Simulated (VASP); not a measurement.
# CoO (Pm-3m) in VASP: further runs

Runs on CoO. Level: PBE. Tasks: relaxation of cell and atoms, single point.

All numbers are computed with VASP 6.6.1; they aren't measurements. Logs are shortened: lines on timing, memory, paths and dates and some standing lists are left out, and cuts for length are marked.

## 1. The cell of the first run

It takes space group Pm-3m (No. 221, cubic). The conventional cell has a = 2.616 Å, b = 2.616 Å, c = 2.616 Å, α = 90.00°, β = 90.00°, γ = 90.00°. Within 3.0 Å of Co (site symmetry m-3m) lie 8 O at 2.27 Å and 6 Co at 2.62 Å. O (site symmetry m-3m) has 8 Co at 2.27 Å and 6 O at 2.62 Å within 3.0 Å.

## 2. Relaxation of cell and atoms, PBE, collinear spin, ferromagnetic start

Input file INCAR:

```
  PREC = Accurate
  ENCUT = 600
  EDIFF = 1E-6
  ISMEAR = 0
  SIGMA = 0.1
  LREAL = False
  LASPH = True
  NELM = 150
  ALGO = Normal
  ISIF = 3
  LWAVE = False
  LCHARG = False
  ISPIN = 2
  MAGMOM = 3 0
  LORBIT = 11
  LMAXMIX = 4
  GGA = PE
  IBRION = 2
  NSW = 80
  EDIFFG = -0.01
```

Input file KPOINTS:

```
regular mesh
0
Gamma
  16 16 16
```

Input file POSCAR:

```
CoO
1.0
    2.6161540276      0.0000000000      0.0000000000
    0.0000000000      2.6161540276      0.0000000000
    0.0000000000      0.0000000000      2.6161540276
Co O
1 1
Direct
    0.0000000000      0.0000000000      0.0000000000
    0.5000000000      0.5000000000      0.5000000000
```

Potentials or basis: VASP PAW PBE potentials, release 64 (Co, O).

On the command line:

```sh
cat potpaw_PBE.64/Co/POTCAR potpaw_PBE.64/O/POTCAR > POTCAR
mpirun -np 1 vasp_std > vasp.out
```

OUTCAR:

```text
PREC = Accurate
   ENCUT = 600
   EDIFF = 1E-6
   ISMEAR = 0
   LREAL = False
   LASPH = True
   NELM = 150
   ISIF = 3
   ISPIN = 2
   LORBIT = 11
   GGA = PE
   IBRION = 2
   NSW = 80
   EDIFFG = -0.01

 ion  position               nearest neighbor table
   1  0.000  0.000  0.000-   2 2.27   2 2.27   2 2.27   2 2.27   2 2.27   2 2.27   2 2.27   2 2.27

   2  0.500  0.500  0.500-   1 2.27   1 2.27   1 2.27   1 2.27   1 2.27   1 2.27   1 2.27   1 2.27

  LATTYP: Found a simple cubic cell.
 ALAT       =     2.6161540276

  Lattice vectors:

 A1 = (   2.6161540276,   0.0000000000,   0.0000000000)
 A2 = (   0.0000000000,   2.6161540276,   0.0000000000)
 A3 = (   0.0000000000,   0.0000000000,   2.6161540276)

Analysis of symmetry for initial positions (statically):
=====================================================================
 Subroutine PRICEL returns:
 Original cell was already a primitive cell.

 Routine SETGRP: Setting up the symmetry group for a
 simple cubic supercell.

 Subroutine GETGRP returns: Found 48 space group operations
 (whereof 48 operations were pure point group operations)
 out of a pool of 48 trial point group operations.

The static configuration has the point symmetry O_h .

Analysis of symmetry for dynamics (positions and initial velocities):
=====================================================================
 Subroutine PRICEL returns:
 Original cell was already a primitive cell.

 Routine SETGRP: Setting up the symmetry group for a
 simple cubic supercell.

 Subroutine GETGRP returns: Found 48 space group operations
 (whereof 48 operations were pure point group operations)
 out of a pool of 48 trial point group operations.

The dynamic configuration has the point symmetry O_h .

Analysis of structural, dynamic, and magnetic symmetry:
=====================================================================
 Subroutine PRICEL returns:
 Original cell was already a primitive cell.

 Routine SETGRP: Setting up the symmetry group for a
 simple cubic supercell.

 Subroutine GETGRP returns: Found 48 space group operations
 (whereof 48 operations were pure point group operations)
 out of a pool of 48 trial point group operations.

The overall configuration has the point symmetry O_h .

 Subroutine INISYM returns: Found 48 space group operations
 (whereof 48 operations are pure point group operations),
 and found     1 'primitive' translations

----------------------------------------------------------------------------------------

                                     Primitive cell

  volume of cell :      17.9056

  direct lattice vectors                    reciprocal lattice vectors
     2.616154028  0.000000000  0.000000000     0.382240491  0.000000000  0.000000000
     0.000000000  2.616154028  0.000000000     0.000000000  0.382240491  0.000000000
     0.000000000  0.000000000  2.616154028     0.000000000  0.000000000  0.382240491

  length of vectors
     2.616154028  2.616154028  2.616154028     0.382240491  0.382240491  0.382240491

  position of ions in fractional coordinates (direct lattice)
     0.000000000  0.000000000  0.000000000
     0.500000000  0.500000000  0.500000000

  ion indices of the primitive-cell ions
   primitive index   ion index
                 1           1
                 2           2

----------------------------------------------------------------------------------------

 KPOINTS: regular mesh

Automatic generation of k-mesh.
 Grid dimensions read from file:
 generate k-points for:   16   16   16

 Generating k-lattice:

  Cartesian coordinates                     Fractional coordinates (reciprocal lattice)
     0.023890031  0.000000000  0.000000000     0.062500000  0.000000000  0.000000000
     0.000000000  0.023890031  0.000000000     0.000000000  0.062500000  0.000000000
     0.000000000  0.000000000  0.023890031     0.000000000  0.000000000  0.062500000

  Length of vectors
     0.023890031  0.023890031  0.023890031

  Shift w.r.t. Gamma in fractional coordinates (k-lattice)
     0.000000000  0.000000000  0.000000000

 Subroutine IBZKPT returns following result:
 ===========================================

 Found    165 irreducible k-points:

 Following reciprocal coordinates:
            Coordinates               Weight
  0.000000  0.000000  0.000000      1.000000
  0.062500  0.000000  0.000000      6.000000
  0.125000  0.000000  0.000000      6.000000
  0.187500  0.000000  0.000000      6.000000
  0.250000  0.000000  0.000000      6.000000
  0.312500  0.000000  0.000000      6.000000
[... 16 lines left out ...]
  0.437500  0.125000  0.000000     24.000000
  0.500000  0.125000  0.000000     12.000000
 [... further k-points ...]
   k-points           NKPTS =    165   k-points in BZ     NKDIM =    165   number of bands    NBANDS=     13
   number of dos      NEDOS =    301   number of ions     NIONS =      2
   total plane-waves  NPLWV =  13824
   dimension x,y,z NGX =    24 NGY =   24 NGZ =   24
   dimension x,y,z NGXF=    48 NGYF=   48 NGZF=   48
   ions per type =               1   1
   NGX,Y,Z   is equivalent  to a cutoff of  15.25, 15.25, 15.25 a.u.
   NGXF,Y,Z  is equivalent  to a cutoff of  30.50, 30.50, 30.50 a.u.
 SYSTEM =  unknown system
   PREC   = accura    normal or accurate (medium, high low for compatibility)
   ISTART =      0    job   : 0-new  1-cont  2-samecut
   ICHARG =      2    charge: 1-file 2-atom 10-const
   ISPIN  =      2    spin polarized calculation?
   LNONCOLLINEAR =      F non collinear calculations
   LSORBIT =      F    spin-orbit coupling
   LASPH  =      T    aspherical Exc in radial PAW
   ENCUT  =  600.0 eV  44.10 Ry    6.64 a.u.   5.23  5.23  5.23*2*pi/ulx,y,z
   NELM   =    150;   NELMIN=  2; NELMDL= -5     # of ELM steps
   EDIFF  = 0.1E-05   stopping-criterion for ELM
   LREAL  =      F    real-space projection
   EDIFFG = -.1E-01   stopping-criterion for IOM
   NSW    =     80    number of steps for IOM
   IBRION =      2    ionic relax: 0-MD 1-quasi-New 2-CG
   NFREE  =      1    steps in history (QN), initial steepest desc. (CG)
   ISIF   =      3    stress and relaxation
   ISYM   =      2    0-nonsym 1-usesym 2-fastsym
   POTIM  = 0.5000    time-step for ionic-motion
   TEBEG  =    0.0;   TEEND  =   0.0 temperature during run
   PSTRESS=    0.0 pullay stress
   NELECT =      15.0000    total number of electrons
   NUPDOWN=      -1.0000    fix difference up-down
   EMIN   =  10.00;   EMAX   =-10.00  energy-range for DOS
   EFERMI =   0.00;   METHOD = LEGACY
   ISMEAR =     0;   SIGMA  =   0.10  broadening in eV -4-tet -1-fermi 0-gaus
   EFERMI_NEDOS =   21; number of points for ismear=-14 and -15
   IALGO  =     38    algorithm
   IMIX   =      4    mixing-type and parameters
     AMIX     =   0.40;   BMIX     =  1.00
     AMIX_MAG =   1.60;   BMIX_MAG =  1.00
  volume/ion in A,a.u.               =       8.95        60.42
  Fermi-wavevector in a.u.,A,eV,Ry     =   1.543270  2.916358 32.404759  2.381683
  Thomas-Fermi vector in A             =   2.648957
   LORBIT       =     11    0 simple, 1 ext, 2 COOP (PROOUT), +10 PAW based schemes
   GGA     = PE    functional components
   LHFCALC =     F    Hartree Fock is set to
   AEXX    =    0.0000 exact exchange contribution
   IVDW    =     0    specifies the selected vdW correction
   LEPSILON=     F    determine dielectric tensor
   LRPA    =     F    only Hartree local field effects (RPA)
 conjugate gradient relaxation of ions
 spin polarized calculation
 Gauss-broadening in eV      SIGMA  =   0.10
  energy-cutoff  :      600.00
  volume of cell :       17.91
 maximum number of plane-waves:       624
 NGX is ok and might be reduce to    24

--------------------------------------- Ionic step        1  -------------------------------------------

 number of electron      15.0000009 magnetization       3.0002577

 Free energy of the ion-electron system (eV)
  ---------------------------------------------------
  ext. energy  EPLUGINS =         0.00000000
  ---------------------------------------------------
  free energy    TOTEN  =       -12.40213265 eV

  energy without entropy =      -12.38977900  energy(sigma->0) =      -12.39595582

------------------------ aborting loop because EDIFF is reached ----------------------------------------

  FORCE on cell =-STRESS in cart. coord.  units (eV):
  Direction    XX          YY          ZZ          XY          YZ          ZX
  --------------------------------------------------------------------------------------
  -------------------------------------------------------------------------------------
  Total       -0.0801866     -0.0801866     -0.0801866      0.0000000      0.0000000      0.0000000
  in kB       -7.1750083     -7.1750083     -7.1750083      0.0000000      0.0000000      0.0000000
  external PRESSURE =      -7.1750083 kB  Pullay stress =       0.0000000 kB
[... 57 lines left out ...]
  energy  without entropy=      -12.3900982717  energy(sigma->0) =      -12.39617882

--------------------------------------- Ionic step        3  -------------------------------------------

 number of electron      15.0000009 magnetization       3.0000002

 Free energy of the ion-electron system (eV)
  ---------------------------------------------------
  ext. energy  EPLUGINS =         0.00000000
  ---------------------------------------------------
  free energy    TOTEN  =       -12.40229956 eV

  energy without entropy =      -12.39008096  energy(sigma->0) =      -12.39619026

 E-fermi :   8.7341     XC(G=0): -13.0093

 val. band max:        8.7331990216   @ k =   0.3750   0.1875   0.0625
 cond. band min:       8.7352113677   @ k =   0.4375   0.3125   0.0000
 fundamental gap:      0.0020123461
 Fermi energy:         8.7341295598

 spin component 1

 k-point     1 :       0.0000    0.0000    0.0000
  band No.  band energies     occupation
      1     -11.6420      1.00000
      2       4.4569      1.00000
      3       4.4569      1.00000
      4       5.9225      1.00000
      5       5.9225      1.00000
      6       5.9225      1.00000
      7       6.1774      1.00000
      8       6.1774      1.00000
      9       6.1774      1.00000
     10       9.4469      0.00000
     11      24.2171      0.00000
     12      24.2171      0.00000
     13      28.7031      0.00000
[... 353 lines left out ...]
 k-point    24 :       0.5000    0.1250    0.0000
  band No.  band energies     occupation
      1     -10.2918      1.00000
      2       0.3315      1.00000
      3       3.9344      1.00000
      4       4.2674      1.00000
      5       4.8975      1.00000
      6       6.1538      1.00000
      7       7.0940      1.00000
      8       7.7032      1.00000
      9       8.2274      1.00000
     10      15.7244      0.00000
     11      16.4461      0.00000
     12      24.5762      0.00000
     13      25.6645      0.00000

 [... further k-points ...]

 spin component 2

 k-point     1 :       0.0000    0.0000    0.0000
  band No.  band energies     occupation
      1     -10.9555      1.00000
      2       6.1703      1.00000
      3       6.1703      1.00000
      4       6.7233      1.00000
      5       6.7233      1.00000
      6       6.7233      1.00000
      7       9.2348      0.00000
      8       9.2348      0.00000
      9       9.2349      0.00000
     10      10.1215      0.00000
     11      24.7119      0.00000
     12      24.7120      0.00000
     13      29.5528      0.00000
[... 397 lines left out ...]
  FREE ENERGIE OF THE ION-ELECTRON SYSTEM (eV)
  ---------------------------------------------------
  free  energy   TOTEN  =       -12.4022995616 eV

  energy  without entropy=      -12.3900809631  energy(sigma->0) =      -12.39619026

 reached required accuracy - stopping structural energy minimisation

 total charge

# of ion       s       p       d       tot
------------------------------------------
    1        0.296   0.351   7.162   7.809
    2        1.577   3.350   0.000   4.928
--------------------------------------------------
tot          1.873   3.701   7.162  12.737

 magnetization (x)

# of ion       s       p       d       tot
------------------------------------------
    1       -0.000   0.004   2.498   2.501
    2        0.020   0.425   0.000   0.445
--------------------------------------------------
tot          0.019   0.429   2.498   2.945
```

Wall time 2.3 min (1 thread of Intel Xeon Platinum 8259CL at 2.50GHz (Skylake/Cascade Lake), shared host); peak memory 0.22 GiB.

Results:

* Free energy: -12.4023 eV
* Relaxed volume: 8.92 Å³/atom
* Relaxed cell: a = 2.613 Å, b = 2.613 Å, c = 2.613 Å, α = 90.00°, β = 90.00°, γ = 90.00°
* Space group after relaxing (to 0.1 Å): Pm-3m (No. 221)
* Energy gained by relaxing: 0.1 meV/atom
* Ionic steps: 3
* Pressure after relaxing: 0.1 GPa
* Band gap on the k mesh: zero (filled and empty bands overlap)
* Net moment: 3.00 μB per cell
* Site moments: Co +2.50; O +0.45 μB
* Valence electrons inside the program's atomic spheres: Co 7.81; O 4.93

Step by step:
| step | energy change (eV) | largest force (eV/Å) | pressure (GPa) | volume (Å³) |
| --- | --- | --- | --- | --- |
| 1 | 0.0000 | 0.0000 | -0.72 | 17.91 |
| 2 | -0.0001 | 0.0000 | 0.28 | 17.80 |
| 3 | -0.0002 | 0.0000 | 0.07 | 17.83 |

Final structure:
```xyz
2
Lattice="2.6127 0.0000 0.0000 0.0000 2.6127 0.0000 0.0000 0.0000 2.6127" Properties=species:S:1:pos:R:3 pbc="T T T"
Co    0.0000    0.0000    0.0000
O     1.3063    1.3063    1.3063
```

Caveat: a cell with one magnetic atom can't hold antiferromagnetic order, which such compounds often take; semilocal functionals often make such compounds metallic where correlation or magnetic order opens a gap, which also shifts bond lengths. With open d or f shells a metallic result of PBE can be an artefact of self-interaction; +U or a hybrid may open a gap.

## 3. Single point, PBE, collinear spin, antiferromagnetic start

This run uses another cell than the first one: it holds 4 atoms, not 2.

Input file INCAR:

```
ALGO = Normal ; EDIFF = 1E-7
ENCUT = 520 ; GGA = PE
ISIF = 2 ; ISMEAR = 0
ISPIN = 2 ; LASPH = T
LCHARG = F ; LMAXMIX = 4
LORBIT = 11 ; LREAL = F
LWAVE = F ; MAGMOM = 3 -3 0 0
NBANDS = 27 ; NELM = 150
PREC = Accurate ; SIGMA = 0.1
```

Input file KPOINTS:

```
k-points
0
Gamma
  16 16 8
```

Input file POSCAR:

```
CoO
1.0
    2.6161540064      0.0000000000      0.0000000000
    0.0000000000      2.6161540064      0.0000000000
    0.0000000000      0.0000000000      5.2323080128
Co O
2 2
Direct
    0.0000000000      0.0000000000      0.0000000000
    0.0000000000      0.0000000000      0.5000000000
    0.5000000000      0.5000000000      0.2500000000
    0.5000000000      0.5000000000      0.7500000000
```

Potentials or basis: VASP PAW PBE potentials, release 64 (Co, O).

On the command line:

```sh
cat potpaw_PBE.64/Co/POTCAR potpaw_PBE.64/O/POTCAR > POTCAR
mpirun -np 1 vasp_std > vasp.out
```

Run time: 6.1 min. Hardware: 1 thread of Intel Xeon Platinum 8488C (Sapphire Rapids), shared host; peak memory 0.39 GiB.

It converged, with:

- Free energy: -25.0598 eV
- Pressure: -1.1 GPa
- Band gap on the k mesh: zero (filled and empty bands overlap)
- Net moment: 0.00 μB per cell
- Site moments: Co +2.32, -2.32; O +0.00 μB
- Valence electrons inside the program's atomic spheres: Co 7.81; O 4.92

Stress tensor (GPa, compression positive):
```
-1.91  0.00  0.00
 0.00 -1.91  0.00
 0.00  0.00  0.57
```

Levels at points of the mesh, in eV from the Fermi level:
Spin up:
```
           k point  band 13  band 14  band 15  band 16  band 17  band 18
(0.00, 0.00, 0.00)    -1.66    -1.66    -0.73     0.43     0.61     1.05
(0.50, 0.00, 0.00)    -1.99    -1.32    -0.15     0.11     0.81     0.87
(0.50, 0.50, 0.00)    -1.42    -0.55     0.05     1.05     1.12     1.12
(0.00, 0.00, 0.50)    -1.48    -1.32    -1.32     0.43     0.89     0.89
(0.50, 0.00, 0.50)    -1.56    -1.09    -0.22     0.05     0.08     0.72
(0.50, 0.50, 0.50)    -1.42    -0.97     0.05     0.46     0.46     1.11
```
Spin down:
```
           k point  band 13  band 14  band 15  band 16  band 17  band 18
(0.00, 0.00, 0.00)    -1.66    -1.66    -0.73     0.43     0.61     1.05
(0.50, 0.00, 0.00)    -1.99    -1.32    -0.15     0.11     0.81     0.87
(0.50, 0.50, 0.00)    -1.42    -0.55     0.05     1.05     1.12     1.12
(0.00, 0.00, 0.50)    -1.48    -1.32    -1.32     0.43     0.89     0.89
(0.50, 0.00, 0.50)    -1.56    -1.09    -0.22     0.05     0.08     0.72
(0.50, 0.50, 0.50)    -1.42    -0.97     0.05     0.46     0.46     1.11
```

Caveat: semilocal functionals often make such compounds metallic where correlation or magnetic order opens a gap, which also shifts bond lengths. With open d or f shells a metallic result of PBE can be an artefact of self-interaction; +U or a hybrid may open a gap.

## 4. Single point, PBE, collinear spin, ferromagnetic start

This run uses another cell than the first one, of 8.37 Å³/atom.

Input file INCAR:

```
PREC = Accurate
ENCUT = 520
EDIFF = 1E-7
ISMEAR = 0
SIGMA = 0.1
LREAL = F
LASPH = T
NELM = 150
ALGO = Normal
ISIF = 2
LWAVE = F
LCHARG = F
ISPIN = 2
MAGMOM = 3 0
LORBIT = 11
LMAXMIX = 4
GGA = PE
NBANDS = 18
```

Input file KPOINTS:

```
regular mesh
0
Gamma
  8 8 8
```

Input file POSCAR:

```
CoO
1.0
    2.5580026086      0.0000000000      0.0000000000
    0.0000000000      2.5580026086      0.0000000000
    0.0000000000      0.0000000000      2.5580026086
Co O
1 1
Direct
    0.0000000000      0.0000000000      0.0000000000
    0.5000000000      0.5000000000      0.5000000000
```

On the command line:

```sh
cat potpaw_PBE.64/Co/POTCAR potpaw_PBE.64/O/POTCAR > POTCAR
mpirun -np 1 vasp_std > vasp.out
```

Run time: 13 s. Hardware: 1 thread of Intel Xeon 6975P-C (Granite Rapids), shared host; peak memory 0.14 GiB.

The run converged. Its results:

| Property | Result |
| --- | --- |
| Free energy | -12.3440 eV |
| Pressure | 15.1 GPa |
| Band gap on the k mesh | zero (filled and empty bands overlap) |
| Net moment | 3.00 μB per cell |
| Site moments | Co +2.49; O +0.46 μB |
| Valence electrons inside the program's atomic spheres | Co 7.92; O 4.96 |

Levels at points of the mesh, in eV from the Fermi level:
Spin up:
```csv
k point,band 5,band 6,band 7,band 8,band 9,band 10,band 11,band 12,band 13,band 14
"(0.00, 0.00, 0.00)",-3.02,-3.02,-2.50,-2.50,-2.50,1.18,15.89,15.89,20.99,20.99
"(0.50, 0.00, 0.00)",-4.16,-2.42,-1.58,-0.24,-0.24,6.63,8.69,16.61,18.31,18.31
"(0.50, 0.50, 0.00)",-3.14,-3.14,-3.14,-2.03,-1.54,6.10,11.76,11.76,17.41,25.31
"(0.50, 0.50, 0.50)",-1.50,-1.50,-0.20,-0.20,-0.20,6.97,6.97,6.97,15.80,22.71
```
Spin down:
```csv
k point,band 4,band 5,band 6,band 7,band 8,band 9
"(0.00, 0.00, 0.00)",-2.19,-2.19,-2.19,0.51,0.51,0.51
"(0.50, 0.00, 0.00)",-3.21,-2.30,0.54,0.61,1.93,1.93
"(0.50, 0.50, 0.00)",-2.34,-1.15,-0.43,-0.30,-0.30,0.75
"(0.50, 0.50, 0.50)",-6.66,0.80,0.80,2.26,2.26,2.26
```

Caveat: the cell stands under pressure; a cell with one magnetic atom can't hold antiferromagnetic order, which such compounds often take; semilocal functionals often make such compounds metallic where correlation or magnetic order opens a gap, which also shifts bond lengths. With open d or f shells a metallic result of PBE can be an artefact of self-interaction; +U or a hybrid may open a gap.

## 5. Summary

```csv
task,spin,cell,k mesh,cutoff (eV),gap on the mesh (eV),pressure (GPa),moment (μB)
relaxation of cell and atoms,"collinear, ferromagnetic start","relaxed from a = 2.616 Å, 2 atoms, atomic positions A",16 × 16 × 16,600,none,0.1,3.00
single point,"collinear, antiferromagnetic start","a = 2.616, b = 2.616, c = 5.232 Å, 4 atoms, atomic positions B",16 × 16 × 8,520,none,-1.1,0.00
single point,"collinear, ferromagnetic start","a = 2.558 Å, 2 atoms, atomic positions A",8 × 8 × 8,520,none,15.1,3.00
```

Alike in all rows: level PBE; potentials or basis VASP PAW PBE potentials, release 64 (Co, O); smearing gaussian 0.1 eV.

Caveats: semilocal functionals often make such compounds metallic where correlation or magnetic order opens a gap, which also shifts bond lengths; a cell with one magnetic atom can't hold antiferromagnetic order, which such compounds often take (at least some runs); the cell stands under pressure (at least some runs).

Absolute energies hang on the potentials; compare differences alone.

The gap in the log of VASP goes by the Fermi energy; the results here count the filled bands.